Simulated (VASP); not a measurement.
# GaN (F-43m) in VASP: a series of runs

The runs below take GaN through dielectric tensor, with PBE, LDA.

Program: VASP 6.6.1. These are calculated values, not measurements. Logs are shortened: lines on timing, memory, paths and dates and some standing lists are left out, and cuts for length are marked.

## (1) The cell of the first run

The structure is cubic, space group F-43m (No. 216). The conventional cell has a = 4.507 Å, b = 4.507 Å, c = 4.507 Å, α = 90.00°, β = 90.00°, γ = 90.00°. Ga (site symmetry -43m) has 4 N at 1.95 Å within 2.6 Å. N (site symmetry -43m) has 4 Ga at 1.95 Å within 2.6 Å.

## (2) Dielectric tensor, PBE

File INCAR:

```
SYSTEM = GaN
ALGO = Normal ; EDIFF = 1E-8
ENCUT = 520 ; GGA = PE
ISIF = 2 ; ISMEAR = 0
LASPH = .TRUE. ; LCHARG = .FALSE.
LEPSILON = .TRUE. ; LREAL = .FALSE.
LWAVE = .FALSE. ; NELM = 100
PREC = Accurate ; SIGMA = 0.01
```

File KPOINTS:

```
k-points
0
G
  10 10 10
  0 0 0
```

File POSCAR:

```
GaN
1.0
    0.0000000000      2.2535006075      2.2535006075
    2.2535006075      0.0000000000      2.2535006075
    2.2535006075      2.2535006075      0.0000000000
Ga N
1 1
Direct
    0.0000000000      0.0000000000      0.0000000000
    0.2500000000      0.2500000000      0.2500000000
```

Potentials or basis: VASP PAW PBE potentials, release 64 (Ga_d, N).

On the command line:

```bash
> cat potpaw_PBE.64/Ga_d/POTCAR potpaw_PBE.64/N/POTCAR > POTCAR
> mpirun -np 1 vasp_std > vasp.out
```

OUTCAR:

```text
SYSTEM = GaN
   EDIFF = 1E-8
   ENCUT = 520
   GGA = PE
   ISIF = 2
   ISMEAR = 0
   LASPH = .TRUE.
   LEPSILON = .TRUE.
   LREAL = .FALSE.
   NELM = 100
   PREC = Accurate

 ion  position               nearest neighbor table
   1  0.000  0.000  0.000-   2 1.95   2 1.95   2 1.95   2 1.95
   2  0.250  0.250  0.250-   1 1.95   1 1.95   1 1.95   1 1.95

  LATTYP: Found a face centered cubic cell.
 ALAT       =     4.5070012150

  Lattice vectors:

 A1 = (   0.0000000000,   2.2535006075,   2.2535006075)
 A2 = (   2.2535006075,   0.0000000000,   2.2535006075)
 A3 = (   2.2535006075,   2.2535006075,   0.0000000000)

Analysis of symmetry for initial positions (statically):
=====================================================================
 Subroutine PRICEL returns:
 Original cell was already a primitive cell.

 Routine SETGRP: Setting up the symmetry group for a
 face centered cubic supercell.

 Subroutine GETGRP returns: Found 24 space group operations
 (whereof 24 operations were pure point group operations)
 out of a pool of 48 trial point group operations.

The static configuration has the point symmetry T_d .

Analysis of symmetry for dynamics (positions and initial velocities):
=====================================================================
 Subroutine PRICEL returns:
 Original cell was already a primitive cell.

 Routine SETGRP: Setting up the symmetry group for a
 face centered cubic supercell.

 Subroutine GETGRP returns: Found 24 space group operations
 (whereof 24 operations were pure point group operations)
 out of a pool of 48 trial point group operations.

The dynamic configuration has the point symmetry T_d .

 Subroutine INISYM returns: Found 24 space group operations
 (whereof 24 operations are pure point group operations),
 and found     1 'primitive' translations

----------------------------------------------------------------------------------------

                                     Primitive cell

  volume of cell :      22.8877

  direct lattice vectors                    reciprocal lattice vectors
     0.000000000  2.253500607  2.253500607    -0.221877020  0.221877020  0.221877020
     2.253500607  0.000000000  2.253500607     0.221877020 -0.221877020  0.221877020
     2.253500607  2.253500607  0.000000000     0.221877020  0.221877020 -0.221877020

  length of vectors
     3.186931122  3.186931122  3.186931122     0.384302272  0.384302272  0.384302272

  position of ions in fractional coordinates (direct lattice)
     0.000000000  0.000000000  0.000000000
     0.250000000  0.250000000  0.250000000

  ion indices of the primitive-cell ions
   primitive index   ion index
                 1           1
                 2           2

----------------------------------------------------------------------------------------

 KPOINTS: k-points

Automatic generation of k-mesh.
 Grid dimensions read from file:
 generate k-points for:   10   10   10

 Generating k-lattice:

  Cartesian coordinates                     Fractional coordinates (reciprocal lattice)
    -0.022187702  0.022187702  0.022187702     0.100000000  0.000000000  0.000000000
     0.022187702 -0.022187702  0.022187702     0.000000000  0.100000000  0.000000000
     0.022187702  0.022187702 -0.022187702     0.000000000  0.000000000  0.100000000

  Length of vectors
     0.038430227  0.038430227  0.038430227

  Shift w.r.t. Gamma in fractional coordinates (k-lattice)
     0.000000000  0.000000000  0.000000000

 Subroutine IBZKPT returns following result:
 ===========================================

 Found     47 irreducible k-points:

 Following reciprocal coordinates:
            Coordinates               Weight
  0.000000  0.000000  0.000000      1.000000
  0.100000  0.000000  0.000000      8.000000
  0.200000  0.000000  0.000000      8.000000
  0.300000  0.000000  0.000000      8.000000
  0.400000  0.000000  0.000000      8.000000
  0.500000  0.000000  0.000000      4.000000
[... 16 lines left out ...]
  0.300000  0.300000  0.000000      6.000000
  0.400000  0.300000  0.000000     24.000000
 [... further k-points ...]
   k-points           NKPTS =     47   k-points in BZ     NKDIM =     47   number of bands    NBANDS=     13
   number of dos      NEDOS =    301   number of ions     NIONS =      2
   total plane-waves  NPLWV =  13824
   dimension x,y,z NGX =    24 NGY =   24 NGZ =   24
   dimension x,y,z NGXF=    48 NGYF=   48 NGZF=   48
   ions per type =               1   1
   NGX,Y,Z   is equivalent  to a cutoff of  12.52, 12.52, 12.52 a.u.
   NGXF,Y,Z  is equivalent  to a cutoff of  25.04, 25.04, 25.04 a.u.
 SYSTEM =  GaN
   PREC   = accura    normal or accurate (medium, high low for compatibility)
   ISTART =      0    job   : 0-new  1-cont  2-samecut
   ICHARG =      2    charge: 1-file 2-atom 10-const
   ISPIN  =      1    spin polarized calculation?
   LNONCOLLINEAR =      F non collinear calculations
   LSORBIT =      F    spin-orbit coupling
   LASPH  =      T    aspherical Exc in radial PAW
   ENCUT  =  520.0 eV  38.22 Ry    6.18 a.u.   5.93  5.93  5.93*2*pi/ulx,y,z
   NELM   =    100;   NELMIN=  2; NELMDL= -5     # of ELM steps
   EDIFF  = 0.1E-07   stopping-criterion for ELM
   LREAL  =      F    real-space projection
   EDIFFG = 0.1E-06   stopping-criterion for IOM
   NSW    =      0    number of steps for IOM
   IBRION =     -1    ionic relax: 0-MD 1-quasi-New 2-CG
   NFREE  =      0    steps in history (QN), initial steepest desc. (CG)
   ISIF   =      2    stress and relaxation
   ISYM   =      2    0-nonsym 1-usesym 2-fastsym
   POTIM  = 0.5000    time-step for ionic-motion
   TEBEG  =    0.0;   TEEND  =   0.0 temperature during run
   PSTRESS=    0.0 pullay stress
   NELECT =      18.0000    total number of electrons
   NUPDOWN=      -1.0000    fix difference up-down
   EMIN   =  10.00;   EMAX   =-10.00  energy-range for DOS
   EFERMI =   0.00;   METHOD = LEGACY
   ISMEAR =     0;   SIGMA  =   0.01  broadening in eV -4-tet -1-fermi 0-gaus
   EFERMI_NEDOS =   21; number of points for ismear=-14 and -15
   IALGO  =     38    algorithm
   IMIX   =      4    mixing-type and parameters
     AMIX     =   0.40;   BMIX     =  1.00
     AMIX_MAG =   1.60;   BMIX_MAG =  1.00
  volume/ion in A,a.u.               =      11.44        77.23
  Fermi-wavevector in a.u.,A,eV,Ry     =   1.511117  2.855596 31.068543  2.283473
  Thomas-Fermi vector in A             =   2.621216
   LORBIT       =      0    0 simple, 1 ext, 2 COOP (PROOUT), +10 PAW based schemes
   GGA     = PE    functional components
   LHFCALC =     F    Hartree Fock is set to
   AEXX    =    0.0000 exact exchange contribution
   IVDW    =     0    specifies the selected vdW correction
   LEPSILON=     T    determine dielectric tensor
   LRPA    =     F    only Hartree local field effects (RPA)
 non-spin polarized calculation
 Gauss-broadening in eV      SIGMA  =   0.01
  energy-cutoff  :      520.00
  volume of cell :       22.89
 maximum number of plane-waves:       636
   NGX = 11   NGY = 11   NGZ = 11

--------------------------------------- Ionic step        1  -------------------------------------------

 number of electron      18.0000004 magnetization

 E-fermi :   5.4055     XC(G=0): -11.6668

 val. band max:        5.2810957312   @ k =   0.0000   0.0000   0.0000
 cond. band min:       7.0056067730   @ k =   0.0000   0.0000   0.0000
 fundamental gap:      1.7245110418
 Fermi energy:         5.4055321831

 k-point     1 :       0.0000    0.0000    0.0000
  band No.  band energies     occupation
      1     -10.6523      2.00000
      2      -8.1603      2.00000
      3      -8.1603      2.00000
      4      -8.1603      2.00000
      5      -7.8406      2.00000
      6      -7.8406      2.00000
      7       5.2811      2.00000
      8       5.2811      2.00000
      9       5.2811      2.00000
     10       7.0056      0.00000
     11      15.5834      0.00000
     12      15.5834      0.00000
     13      15.5834      0.00000
[... 353 lines left out ...]
 k-point    24 :       0.4000    0.3000    0.0000
  band No.  band energies     occupation
      1      -9.6789      2.00000
      2      -8.0305      2.00000
      3      -7.9363      2.00000
      4      -7.9358      2.00000
      5      -7.7802      2.00000
      6      -6.9183      2.00000
      7       0.2612      2.00000
      8       2.8106      2.00000
      9       3.1326      2.00000
     10       9.7414      0.00000
     11      12.4294      0.00000
     12      16.0947      0.00000
     13      18.1423      0.00000

 [... further k-points ...]

  FORCE on cell =-STRESS in cart. coord.  units (eV):
  Direction    XX          YY          ZZ          XY          YZ          ZX
  --------------------------------------------------------------------------------------
  -------------------------------------------------------------------------------------
  Total        0.7242692      0.7242692      0.7242692      0.0000000     -0.0000000      0.0000000
  in kB       50.6999516     50.6999516     50.6999516      0.0000000     -0.0000000      0.0000000
  external PRESSURE =      50.6999516 kB  Pullay stress =       0.0000000 kB

 VOLUME and BASIS-vectors are now :
 -----------------------------------------------------------------------------
  energy-cutoff  :      520.00
  volume of cell :       22.89
      direct lattice vectors                 reciprocal lattice vectors
     0.000000000  2.253500607  2.253500607    -0.221877020  0.221877020  0.221877020
     2.253500607  0.000000000  2.253500607     0.221877020 -0.221877020  0.221877020
     2.253500607  2.253500607  0.000000000     0.221877020  0.221877020 -0.221877020

 POSITION                                       TOTAL-FORCE (eV/Angst)
 -----------------------------------------------------------------------------------
      0.00000      0.00000      0.00000        -0.000000     -0.000000     -0.000000
      1.12675      1.12675      1.12675         0.000000      0.000000      0.000000
 -----------------------------------------------------------------------------------
    total drift:                                0.000002      0.000002      0.000001

  FREE ENERGIE OF THE ION-ELECTRON SYSTEM (eV)
  ---------------------------------------------------
  free  energy   TOTEN  =       -12.1432071365 eV

  energy  without entropy=      -12.1432071365  energy(sigma->0) =      -12.14320714

 HEAD OF MICROSCOPIC STATIC DIELECTRIC TENSOR (INDEPENDENT PARTICLE, excluding Hartree and local field effects)
 ------------------------------------------------------
           6.135878    -0.000000     0.000000
           0.000000     6.135878     0.000000
           0.000000     0.000000     6.135878
 ------------------------------------------------------

 Free energy of the ion-electron system (eV)
  ---------------------------------------------------
  ---------------------------------------------------
  free energy    TOTEN  =        -0.34220822 eV

  energy without entropy =       -0.34220822

------------------------ aborting loop because EDIFF is reached ----------------------------------------

--------------------------------------- Ionic step        2  -------------------------------------------

------------------------ aborting loop because EDIFF is reached ----------------------------------------

--------------------------------------- Ionic step        3  -------------------------------------------

 Free energy of the ion-electron system (eV)
  ---------------------------------------------------
  ---------------------------------------------------
  free energy    TOTEN  =        -0.34220846 eV

  energy without entropy =       -0.34220846

------------------------ aborting loop because EDIFF is reached ----------------------------------------

 PIEZOELECTRIC TENSOR FIELD DIRECTION 3  (e Angst)
 -----------------------------------------------------------------------------
    -0.00154 -1.46891  0.00000           ( -0.00000 -0.10073  0.00000)
    -1.46891 -0.00154  0.00000           ( -0.10073 -0.00000  0.00000)
     0.00000  0.00000  0.00204           (  0.00000  0.00000 -0.00000)

 PIEZOELECTRIC TENSOR FIELD DIRECTION 3  (C/m^2)
 -----------------------------------------------------------------------------
    -0.00108 -1.02826  0.00000
    -1.02826 -0.00108  0.00000
     0.00000  0.00000  0.00143

 MACROSCOPIC STATIC DIELECTRIC TENSOR (including local field effects in DFT)
 ------------------------------------------------------
           6.005092     0.000000    -0.000000
           0.000000     6.005092    -0.000000
          -0.000000     0.000000     6.005092
 ------------------------------------------------------

 PIEZOELECTRIC TENSOR (including local field effects)  for field in x, y, z        (e  Angst)
          XX          YY          ZZ          XY          YZ          ZX
  --------------------------------------------------------------------------------
  x     0.00000     0.00000     0.00000     0.00000    -1.46997     0.00000
  y     0.00000    -0.00000     0.00000     0.00000     0.00000    -1.46997
  z     0.00000     0.00000    -0.00000    -1.46997     0.00000     0.00000

 PIEZOELECTRIC TENSOR (including local field effects)  for field in x, y, z        (C/m^2)
          XX          YY          ZZ          XY          YZ          ZX
  --------------------------------------------------------------------------------
  x     0.00000     0.00000     0.00000     0.00000    -1.02900     0.00000
  y     0.00000    -0.00000     0.00000     0.00000     0.00000    -1.02900
  z     0.00000     0.00000    -0.00000    -1.02900     0.00000     0.00000

 BORN EFFECTIVE CHARGES (including local field effects) (in |e|, cummulative output)
 ---------------------------------------------------------------------------------
 ion    1
    1     2.66815     0.00000    -0.00000
    2     0.00000     2.66815     0.00000
    3    -0.00000     0.00000     2.66815
 ion    2
    1    -2.66815     0.00000     0.00000
    2     0.00000    -2.66815    -0.00000
    3     0.00000    -0.00000    -2.66815
```

Wall time 100 s (1 thread of Intel Xeon 6975P-C (Granite Rapids), shared host); peak memory 0.25 GiB.

Results:

```
Band gap on the k mesh                  : 1.72 eV, direct
Electronic dielectric tensor (diagonal) : 6.01
Born charges (mean of the diagonal)     : Ga +2.67; N -2.67 e
```

Electronic dielectric tensor:
```
6.01 0.00 0.00
0.00 6.01 0.00
0.00 0.00 6.01
```

Born effective charge tensors (e):
atom 1, Ga
```
2.67 0.00 0.00
0.00 2.67 0.00
0.00 0.00 2.67
```
atom 2, N
```
-2.67  0.00  0.00
 0.00 -2.67  0.00
 0.00  0.00 -2.67
```

## (3) Dielectric tensor, LDA

File INCAR:

```
PREC = Accurate ; ENCUT = 520
EDIFF = 1E-8 ; ISMEAR = 0
SIGMA = 0.01 ; LREAL = False
LASPH = True ; NELM = 60
ALGO = Normal ; ISIF = 2
LWAVE = False ; LCHARG = False
LEPSILON = True
```

File KPOINTS:

```
regular mesh
0
Gamma
  10 10 10
```

POSCAR is that of step 2.

Potentials or basis: VASP PAW LDA potentials, release 64 (Ga_d, N).

On the command line:

```bash
> cat potpaw_LDA.64/Ga_d/POTCAR potpaw_LDA.64/N/POTCAR > POTCAR
> mpirun -np 1 vasp_std > vasp.out
```

OUTCAR:

```text
PREC = Accurate
   ENCUT = 520
   EDIFF = 1E-8
   ISMEAR = 0
   LREAL = False
   LASPH = True
   NELM = 60
   ISIF = 2
   LEPSILON = True

 ion  position               nearest neighbor table
   1  0.000  0.000  0.000-   2 1.95   2 1.95   2 1.95   2 1.95
   2  0.250  0.250  0.250-   1 1.95   1 1.95   1 1.95   1 1.95

  LATTYP: Found a face centered cubic cell.
 ALAT       =     4.5070012150

  Lattice vectors:

 A1 = (   0.0000000000,   2.2535006075,   2.2535006075)
 A2 = (   2.2535006075,   0.0000000000,   2.2535006075)
 A3 = (   2.2535006075,   2.2535006075,   0.0000000000)

Analysis of symmetry for initial positions (statically):
=====================================================================
 Subroutine PRICEL returns:
 Original cell was already a primitive cell.

 Routine SETGRP: Setting up the symmetry group for a
 face centered cubic supercell.

 Subroutine GETGRP returns: Found 24 space group operations
[... 602 lines left out ...]
--------------------------------------- Ionic step        3  -------------------------------------------

 Free energy of the ion-electron system (eV)
  ---------------------------------------------------
  ---------------------------------------------------
  free energy    TOTEN  =        -0.33243826 eV

  energy without entropy =       -0.33243826

------------------------ aborting loop because EDIFF is reached ----------------------------------------

 PIEZOELECTRIC TENSOR FIELD DIRECTION 3  (e Angst)
 -----------------------------------------------------------------------------
    -0.00118 -1.45556  0.00000           ( -0.00001 -0.10924  0.00000)
    -1.45556 -0.00118  0.00000           ( -0.10924 -0.00001  0.00000)
     0.00000  0.00000  0.00124           (  0.00000  0.00000 -0.00000)

 PIEZOELECTRIC TENSOR FIELD DIRECTION 3  (C/m^2)
 -----------------------------------------------------------------------------
    -0.00083 -1.01892  0.00000
    -1.01892 -0.00083  0.00000
     0.00000  0.00000  0.00087

 MACROSCOPIC STATIC DIELECTRIC TENSOR (including local field effects in DFT)
 ------------------------------------------------------
           5.989164    -0.000000     0.000000
          -0.000000     5.989164     0.000000
          -0.000000     0.000000     5.989164
 ------------------------------------------------------

 PIEZOELECTRIC TENSOR (including local field effects)  for field in x, y, z        (e  Angst)
          XX          YY          ZZ          XY          YZ          ZX
  --------------------------------------------------------------------------------
  x    -0.00000     0.00000     0.00000     0.00000    -1.45669     0.00000
  y     0.00000    -0.00000     0.00000     0.00000     0.00000    -1.45669
  z     0.00000     0.00000    -0.00000    -1.45669     0.00000     0.00000

 PIEZOELECTRIC TENSOR (including local field effects)  for field in x, y, z        (C/m^2)
          XX          YY          ZZ          XY          YZ          ZX
  --------------------------------------------------------------------------------
  x    -0.00000     0.00000     0.00000     0.00000    -1.01970     0.00000
  y     0.00000    -0.00000     0.00000     0.00000     0.00000    -1.01970
  z     0.00000     0.00000    -0.00000    -1.01970     0.00000     0.00000

 BORN EFFECTIVE CHARGES (including local field effects) (in |e|, cummulative output)
 ---------------------------------------------------------------------------------
 ion    1
    1     2.64331    -0.00000    -0.00000
    2    -0.00000     2.64331    -0.00000
    3    -0.00000    -0.00000     2.64331
 ion    2
    1    -2.64331     0.00000     0.00000
    2     0.00000    -2.64331     0.00000
    3     0.00000     0.00000    -2.64331
```

Run time: 1.7 min. Hardware: 1 thread of Intel Xeon 6975P-C (Granite Rapids), shared host; peak memory 0.25 GiB.

What came out:

```yaml
Band_gap_on_the_k_mesh: 1.75 eV, direct
Electronic_dielectric_tensor_diagonal: 5.99
Born_charges_mean_of_the_diagonal: Ga +2.64; N -2.64 e
```

Electronic dielectric tensor:
```
5.99 0.00 0.00
0.00 5.99 0.00
0.00 0.00 5.99
```

Born effective charge tensors (e):
atom 1, Ga
```
2.64 0.00 0.00
0.00 2.64 0.00
0.00 0.00 2.64
```
atom 2, N
```
-2.64  0.00  0.00
 0.00 -2.64  0.00
 0.00  0.00 -2.64
```
